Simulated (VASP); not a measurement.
# PtC18 in VASP: further runs

The runs below take PtC18 through single point, with PBE.

Program: VASP 6.6.1. These are calculated values, not measurements. Logs are shortened: lines on timing, memory, paths and dates and some standing lists are left out, and cuts for length are marked.

## 1. The cell of the first run

The cell holds a slab with vacuum, 19 atoms: a = 7.398 Å, b = 7.398 Å, c = 12.000 Å, α = 90.00°, β = 90.00°, γ = 120.00°.

## 2. Single point, PBE

Input file INCAR:

```
PREC = Accurate
ENCUT = 520
EDIFF = 1E-6
ISMEAR = 0
SIGMA = 0.02
LREAL = Auto
LASPH = T
NELM = 100
ALGO = Normal
ISIF = 2
LWAVE = F
LCHARG = F
GGA = PE
NBANDS = 56
```

Input file KPOINTS:

```
Automatic mesh
0
Gamma
  2 2 1
```

Input file POSCAR:

```
PtC18
1.0
    7.3980000000      0.0000000000      0.0000000000
   -3.6990000000      6.4068560000      0.0000000000
    0.0000000000      0.0000000000     12.0000000000
C Pt
18 1
Direct
   -0.0025369200     -0.0085509960      0.0856719167
    0.2183312917      0.1017044866      0.0843289167
   -0.0032300863      0.3232624551      0.0780230833
    0.2185421149      0.4348471388      0.0806890000
   -0.0025563338      0.6561876839      0.0826085000
    0.2181420164      0.7684032543      0.0802955000
    0.3298826990     -0.0098034044      0.0826273333
    0.5516692553      0.1019521900      0.0802101667
    0.3284755997      0.3224516050      0.0857195833
    0.5504309728      0.4321074174      0.0931483333
    0.3292129618      0.6569812089      0.0793127500
    0.5495510116      0.7705729612      0.0826813333
    0.6630163778     -0.0092435354      0.0792259167
    0.8852493175      0.1014856585      0.0806077500
    0.6637814434      0.3225699157      0.0825191667
    0.8853427795      0.4347801792      0.0784980833
    0.6616996329      0.6581927235      0.0946946667
    0.8878049819      0.7695567061      0.0932558333
    0.6898570090      0.6301287246      0.2608813333
```

Potentials or basis: VASP PAW PBE potentials, release 64 (C, Pt).

Command:

```bash
$ cat potpaw_PBE.64/C/POTCAR potpaw_PBE.64/Pt/POTCAR > POTCAR
$ mpirun -np 1 vasp_std > vasp.out
```

OUTCAR:

```text
PREC = Accurate
   ENCUT = 520
   EDIFF = 1E-6
   ISMEAR = 0
   LREAL = Auto
   LASPH = T
   NELM = 100
   ISIF = 2
   GGA = PE

 ion  position               nearest neighbor table
   1  0.997  0.991  0.086-   2 1.42  18 1.42  14 1.43
   2  0.218  0.102  0.084-   9 1.41   1 1.42   7 1.43
   3  0.997  0.323  0.078-   4 1.42  14 1.42  16 1.43
   4  0.219  0.435  0.081-   3 1.42  11 1.42   9 1.43
   5  0.997  0.656  0.083-   6 1.41  16 1.42  18 1.43
   6  0.218  0.768  0.080-   5 1.41   7 1.42  11 1.43
   7  0.330  0.990  0.083-   8 1.42   6 1.42   2 1.43
   8  0.552  0.102  0.080-  15 1.41   7 1.42  13 1.43
   9  0.328  0.322  0.086-   2 1.41  10 1.42   4 1.43
  10  0.550  0.432  0.093-   9 1.42  15 1.43  17 1.45  19 2.40
  11  0.329  0.657  0.079-  12 1.41   4 1.42   6 1.43
  12  0.550  0.771  0.083-  13 1.41  11 1.41  17 1.45
  13  0.663  0.991  0.079-  12 1.41  14 1.42   8 1.43
  14  0.885  0.101  0.081-   3 1.42  13 1.42   1 1.43
  15  0.664  0.323  0.083-   8 1.41  16 1.42  10 1.43
  16  0.885  0.435  0.078-   5 1.42  15 1.42   3 1.43
  17  0.662  0.658  0.095-  12 1.45  10 1.45  18 1.45  19 2.03
  18  0.888  0.770  0.093-   1 1.42   5 1.43  17 1.45  19 2.40
  19  0.690  0.630  0.261-  17 2.03  18 2.40  10 2.40

  LATTYP: Found a hexagonal cell.
 ALAT       =     7.3980000000
 C/A-ratio  =     1.6220600162

  Lattice vectors:

 A1 = (   7.3980000000,   0.0000000000,   0.0000000000)
 A2 = (  -3.6990000000,   6.4068560000,   0.0000000000)
 A3 = (   0.0000000000,   0.0000000000,  12.0000000000)

Analysis of symmetry for initial positions (statically):
=====================================================================
 Subroutine PRICEL returns:
 Original cell was already a primitive cell.

 Routine SETGRP: Setting up the symmetry group for a
 hexagonal supercell.

 Subroutine GETGRP returns: Found  1 space group operations
 (whereof  1 operations were pure point group operations)
 out of a pool of 24 trial point group operations.

The static configuration has the point symmetry C_1 .

Analysis of symmetry for dynamics (positions and initial velocities):
=====================================================================
 Subroutine PRICEL returns:
 Original cell was already a primitive cell.

 Routine SETGRP: Setting up the symmetry group for a
 hexagonal supercell.

 Subroutine GETGRP returns: Found  1 space group operations
[... 120 lines left out ...]
   IBRION =     -1    ionic relax: 0-MD 1-quasi-New 2-CG
   NFREE  =      0    steps in history (QN), initial steepest desc. (CG)
   ISIF   =      2    stress and relaxation
   ISYM   =      2    0-nonsym 1-usesym 2-fastsym
   POTIM  = 0.5000    time-step for ionic-motion
   TEBEG  =    0.0;   TEEND  =   0.0 temperature during run
   PSTRESS=    0.0 pullay stress
   NELECT =      82.0000    total number of electrons
   NUPDOWN=      -1.0000    fix difference up-down
   EMIN   =  10.00;   EMAX   =-10.00  energy-range for DOS
   EFERMI =   0.00;   METHOD = LEGACY
   ISMEAR =     0;   SIGMA  =   0.02  broadening in eV -4-tet -1-fermi 0-gaus
   EFERMI_NEDOS =   21; number of points for ismear=-14 and -15
   IALGO  =     38    algorithm
   IMIX   =      4    mixing-type and parameters
     AMIX     =   0.40;   BMIX     =  1.00
     AMIX_MAG =   1.60;   BMIX_MAG =  1.00
  volume/ion in A,a.u.               =      29.94       202.01
  Fermi-wavevector in a.u.,A,eV,Ry     =   0.858419  1.622176 10.025902  0.736883
  Thomas-Fermi vector in A             =   1.975621
   LORBIT       =      0    0 simple, 1 ext, 2 COOP (PROOUT), +10 PAW based schemes
   GGA     = PE    functional components
   LHFCALC =     F    Hartree Fock is set to
   AEXX    =    0.0000 exact exchange contribution
   IVDW    =     0    specifies the selected vdW correction
   LEPSILON=     F    determine dielectric tensor
   LRPA    =     F    only Hartree local field effects (RPA)
 non-spin polarized calculation
 Gauss-broadening in eV      SIGMA  =   0.02
  energy-cutoff  :      520.00
  volume of cell :      568.78
 maximum number of plane-waves:     15363
 NGX is ok and might be reduce to    56
   NGX = 27   NGY = 27   NGZ = 45

 number of electron      81.9999999 magnetization

 Free energy of the ion-electron system (eV)
  ---------------------------------------------------
  ext. energy  EPLUGINS =         0.00000000
  ---------------------------------------------------
  free energy    TOTEN  =      -167.83090294 eV

  energy without entropy =     -167.83090294  energy(sigma->0) =     -167.83090294

 E-fermi :  -1.1711     XC(G=0):  -4.2140

 val. band max:       -1.2615106248   @ k =   0.0000   0.0000   0.0000
 cond. band min:      -1.0812123961   @ k =   0.0000   0.0000   0.0000
 fundamental gap:      0.1802982286
 Fermi energy:        -1.1710908903

 k-point     1 :       0.0000    0.0000    0.0000
  band No.  band energies     occupation
      1     -20.9440      2.00000
      2     -18.6253      2.00000
      3     -18.3622      2.00000
      4     -18.3373      2.00000
      5     -18.2742      2.00000
      6     -18.2562      2.00000
[... 213 lines left out ...]
     52       3.8425      0.00000
     53       4.2481      0.00000
 [bands above 53 left out]

------------------------ aborting loop because EDIFF is reached ----------------------------------------

  FORCE on cell =-STRESS in cart. coord.  units (eV):
  Direction    XX          YY          ZZ          XY          YZ          ZX
  --------------------------------------------------------------------------------------
  -------------------------------------------------------------------------------------
  Total        5.3332574      3.2138088      0.0735954     -1.7346862     -0.0036086      0.0084635
  in kB       15.0232050      9.0529493      0.2073103     -4.8864220     -0.0101652      0.0238408
  external PRESSURE =       8.0944882 kB  Pullay stress =       0.0000000 kB

 VOLUME and BASIS-vectors are now :
 -----------------------------------------------------------------------------
  energy-cutoff  :      520.00
  volume of cell :      568.78
      direct lattice vectors                 reciprocal lattice vectors
     7.398000000  0.000000000  0.000000000     0.135171668  0.078041398  0.000000000
    -3.699000000  6.406856000  0.000000000     0.000000000  0.156082796  0.000000000
     0.000000000  0.000000000 12.000000000     0.000000000  0.000000000  0.083333333

 POSITION                                       TOTAL-FORCE (eV/Angst)
 -----------------------------------------------------------------------------------
      3.71186      6.35207      1.02806         0.008837     -0.000409      0.002599
      1.23901      0.65161      1.01195        -0.006341     -0.006253      0.002194
      6.17836      2.07110      0.93628         0.002341      0.004133     -0.002167
      0.00827      2.78600      0.96827        -0.004976     -0.002842     -0.000664
      4.95185      4.20410      0.99130         0.000553      0.020135     -0.001242
     -1.22851      4.92305      0.96355        -0.009040     -0.006540      0.001462
[... 11 lines left out ...]
      3.72139      4.93044      1.11907         0.018063      0.004835     -0.014813
      2.77272      4.03714      3.13058         0.009903     -0.004860      0.090009
 -----------------------------------------------------------------------------------
    total drift:                                0.005518     -0.024622      0.010722

  FREE ENERGIE OF THE ION-ELECTRON SYSTEM (eV)
  ---------------------------------------------------
  free  energy   TOTEN  =      -167.8309029406 eV

  energy  without entropy=     -167.8309029406  energy(sigma->0) =     -167.83090294
```

Wall time 2.7 min (1 thread of Intel Xeon 6975P-C (Granite Rapids), shared host); peak memory 0.57 GiB.

Results:

```
Free energy            : -167.8309 eV
Largest force          : 0.091 eV/Å
Band gap on the k mesh : 0.18 eV, direct
```

Forces on the atoms (eV/Å):
```
C    0.009  0.000  0.003
C   -0.006 -0.006  0.002
C    0.002  0.004 -0.002
C   -0.005 -0.003 -0.001
C    0.001  0.020 -0.001
C   -0.009 -0.007  0.001
C   -0.005  0.002  0.001
C   -0.006  0.005  0.002
C    0.010  0.004  0.000
C   -0.005 -0.008 -0.006
C    0.002  0.001 -0.006
C    0.001 -0.020 -0.002
C    0.010  0.009  0.001
C   -0.012 -0.006  0.002
C    0.001 -0.010 -0.007
C    0.002 -0.010  0.000
C   -0.017  0.025 -0.062
C    0.018  0.005 -0.015
Pt   0.010 -0.005  0.090
```

Caveat: the k points lie up to 0.49 Å⁻¹ apart; spin-orbit coupling is left out, which moves the levels of the heavy elements.

## 3. Single point, PBE

Input file INCAR:

```
ALGO = Normal ; EDIFF = 1E-7
ENCUT = 520 ; GGA = PE
ISIF = 2 ; ISMEAR = 0
LASPH = True ; LCHARG = True
LELF = True ; LREAL = Auto
LVHAR = True ; LWAVE = False
NBANDS = 56 ; NELM = 100
PREC = Accurate ; SIGMA = 0.02
```

Input file KPOINTS:

```
k-points
0
Gamma
  2 2 1
```

Input file POSCAR:

```
PtC18
1.0
    7.3980000000      0.0000000000      0.0000000000
   -3.6990000000      6.4068560000      0.0000000000
    0.0000000000      0.0000000000     12.0000000000
C Pt
18 1
Direct
   -0.0043886314     -0.0092955109      0.0826208333
    0.2158958201      0.0974031569      0.0792305000
   -0.0065335213      0.3199161960      0.0802450000
    0.2152392352      0.4299523823      0.0827300833
   -0.0053988258      0.6513442787      0.0931503333
    0.2165818824      0.7636019914      0.0858576667
    0.3265446007     -0.0141251809      0.0807334167
    0.5483159077      0.0961103231      0.0780629167
    0.3269736790      0.3199157278      0.0802567500
    0.5476516881      0.4284134059      0.0825522500
    0.3267582248      0.6529936056      0.0845331667
    0.5475481481      0.7636058934      0.0858783333
    0.6598557965     -0.0141267417      0.0807392500
    0.8820349995      0.0974014400      0.0792314167
    0.6597831543      0.3190440054      0.0784281667
    0.8812932714      0.4284173080      0.0825273333
    0.6572721010      0.6513503659      0.0931984167
    0.8833445930      0.7661576911      0.0944970833
    0.8550049206      0.7095061915      0.2605264167
```

Potentials or basis: VASP PAW PBE potentials, release 64 (C, Pt).

Command:

```bash
$ cat potpaw_PBE.64/C/POTCAR potpaw_PBE.64/Pt/POTCAR > POTCAR
$ mpirun -np 1 vasp_std > vasp.out
```

OUTCAR:

```text
EDIFF = 1E-7
   ENCUT = 520
   GGA = PE
   ISIF = 2
   ISMEAR = 0
   LASPH = True
   LREAL = Auto
   NELM = 100
   PREC = Accurate

 ion  position               nearest neighbor table
   1  0.996  0.991  0.083-  14 1.41   2 1.41  18 1.45
   2  0.216  0.097  0.079-   1 1.41   7 1.42   9 1.43
   3  0.993  0.320  0.080-  16 1.41   4 1.42  14 1.43
   4  0.215  0.430  0.083-   9 1.42   3 1.42  11 1.43
   5  0.995  0.651  0.093-   6 1.42  16 1.43  18 1.45  19 2.39
   6  0.217  0.764  0.086-  11 1.41   5 1.42   7 1.43
[... 450 lines left out ...]
  Total        2.2346265      6.3284788      0.1229825     -0.0022037     -0.0377503     -0.0054091
  in kB        6.2946995     17.8266352      0.3464283     -0.0062075     -0.1063386     -0.0152367
  external PRESSURE =       8.1559210 kB  Pullay stress =       0.0000000 kB

 VOLUME and BASIS-vectors are now :
 -----------------------------------------------------------------------------
  energy-cutoff  :      520.00
  volume of cell :      568.78
      direct lattice vectors                 reciprocal lattice vectors
     7.398000000  0.000000000  0.000000000     0.135171668  0.078041398  0.000000000
    -3.699000000  6.406856000  0.000000000     0.000000000  0.156082796  0.000000000
     0.000000000  0.000000000 12.000000000     0.000000000  0.000000000  0.083333333

 POSITION                                       TOTAL-FORCE (eV/Angst)
 -----------------------------------------------------------------------------------
      3.70092      6.34730      0.99145         0.002681     -0.004296     -0.014861
      1.23690      0.62405      0.95077        -0.019190     -0.013292      0.005658
      6.16630      2.04966      0.96294        -0.017679      0.006491      0.002471
      0.00195      2.75464      0.99276        -0.001195     -0.008837     -0.003326
      4.94874      4.17307      1.11780         0.019947      0.001648     -0.005139
     -1.22229      4.89229      1.03029        -0.016054     -0.001988     -0.009646
[... 11 lines left out ...]
      3.70097      4.90866      1.13396        -0.000793      0.042724     -0.073067
      3.70086      4.54570      3.12632        -0.001223     -0.014438      0.124145
 -----------------------------------------------------------------------------------
    total drift:                                0.011994      0.013590      0.028039

  FREE ENERGIE OF THE ION-ELECTRON SYSTEM (eV)
  ---------------------------------------------------
  free  energy   TOTEN  =      -167.8300060233 eV

  energy  without entropy=     -167.8300060233  energy(sigma->0) =     -167.83000602
```

It took 3.6 min on 1 thread of Intel Xeon 6975P-C (Granite Rapids), shared host; peak memory 0.57 GiB.

What came out:

```yaml
Free_energy: -167.8300 eV
Largest_force: 0.125 eV/Å
Band_gap_on_the_k_mesh: 0.18 eV, direct
```

Forces in eV/Å, atoms in the order of the input:
```
C    0.003 -0.004 -0.015
C   -0.019 -0.013  0.006
C   -0.018  0.006  0.002
C   -0.001 -0.009 -0.003
C    0.020  0.002 -0.005
C   -0.016 -0.002 -0.010
C   -0.004  0.012 -0.004
C    0.000 -0.012  0.000
C    0.020  0.006  0.003
C   -0.002 -0.012 -0.008
C    0.002  0.003 -0.004
C    0.017 -0.003 -0.008
C    0.004  0.011 -0.004
C    0.013 -0.011  0.008
C   -0.003  0.014  0.006
C    0.005 -0.013 -0.008
C   -0.018 -0.002 -0.008
C   -0.001  0.043 -0.073
Pt  -0.001 -0.014  0.124
```

Levels at points of the mesh, in eV from the valence-band top:
| k point | band 38 | band 39 | band 40 | band 41 | band 42 | band 43 | band 44 | band 45 |
| --- | --- | --- | --- | --- | --- | --- | --- | --- |
| (0.00, 0.00, 0.00) | -1.32 | -1.29 | -0.33 | 0.00 | 0.18 | 0.31 | 0.80 | 3.51 |
| (0.50, 0.00, 0.00) | -1.49 | -1.38 | -1.04 | -0.89 | 0.28 | 1.68 | 2.37 | 2.44 |
| (0.00, 0.50, 0.00) | -1.49 | -1.36 | -0.99 | -0.96 | 0.35 | 1.69 | 2.41 | 2.47 |
| (0.50, 0.50, 0.00) | -1.49 | -1.38 | -1.04 | -0.89 | 0.28 | 1.68 | 2.37 | 2.44 |

Caveat: the k points lie up to 0.49 Å⁻¹ apart; spin-orbit coupling is left out, which moves the levels of the heavy elements.

(Continued in part 2 of 2.)
